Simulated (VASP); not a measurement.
# Ge: relaxation of cell and atoms with PBEsol

The system is Ge.

```
CELL_PARAMETERS angstrom
-2.18064 2.18064 1.18409
2.18064 -2.18064 1.18409
2.18064 2.18064 -1.18409
ATOMIC_POSITIONS crystal
Ge 0.62500 0.87500 0.75000
Ge 0.37500 0.12500 0.25000
```

```json
{"Program": "VASP 6.6.1", "Task": "relaxation of cell and atoms", "Functional": "PBEsol", "Potentials or basis": "VASP PAW PBE potentials, release 64 (Ge_d)", "Cutoff": "600 eV", "k mesh": "18 × 18 × 18", "Occupations": "fermi-dirac, width 0.08 eV", "Spin": "no spin polarisation", "Target pressure": "120 GPa", "Dipole correction": "no", "Further INCAR settings": "ALGO = Normal; EDIFF = 1e-06; IBRION = 2; EDIFFG = -0.005; NSW = 32; ISIF = 3"}
```

```
Relaxed volume                                             : 11.27 Å³/atom
Relaxed cell                                               : a = 3.304 Å, b = 3.304 Å, c = 3.304 Å, α = 97.39°, β = 97.39°, γ = 137.98°
Space group after relaxing (to 0.1 Å)                      : I4_1/amd (No. 141)
Energy change on relaxing (the run minimises the enthalpy) : -9.1 meV/atom
Ionic steps                                                : 3
Pressure after relaxing                                    : 120.0 GPa
Band gap on the k mesh                                     : zero (bands 14 and 15 overlap by 9.39 eV)
```

Stress tensor (GPa, compression positive):
```
119.99   0.00   0.00
  0.00 119.99   0.00
  0.00   0.00 120.07
```

Step by step:
```csv
step,energy change (eV),largest force (eV/Å),pressure (GPa),volume (Å³)
1,0.0000,0.0000,120.27,22.52
2,-0.0458,0.0000,118.92,22.58
3,-0.0181,0.0000,120.01,22.55
```

Final structure:
```
CELL_PARAMETERS angstrom
-2.18115 2.18115 1.18479
2.18115 -2.18115 1.18479
2.18115 2.18115 -1.18479
ATOMIC_POSITIONS crystal
Ge 0.62500 0.87500 0.75000
Ge 0.37500 0.12500 0.25000
```

Levels at points of the mesh, in eV from the Fermi level:
```tsv
k point	band 12	band 13	band 14	band 15	band 16	band 17
(0.00, 0.00, 0.00)	-4.25	-4.25	-2.18	1.78	11.30	11.30
(0.50, 0.00, 0.00)	-9.80	-3.55	-2.73	-1.62	1.32	5.36
(0.50, 0.50, 0.00)	-14.80	0.33	0.33	3.07	3.07	10.72
(0.50, 0.50, 0.50)	-10.93	-10.16	-10.16	8.43	8.43	18.08
```

Wall time 3.3 min on 1 thread of Intel(R) Xeon(R) 6975P-C (Granite Rapids) (shared host), peak memory 0.32 GiB.

Caveat: the cell is relaxed towards a set pressure, so the run minimises the enthalpy, not the energy; the PAW data sets were made with another functional, which shifts forces and pressure a little.
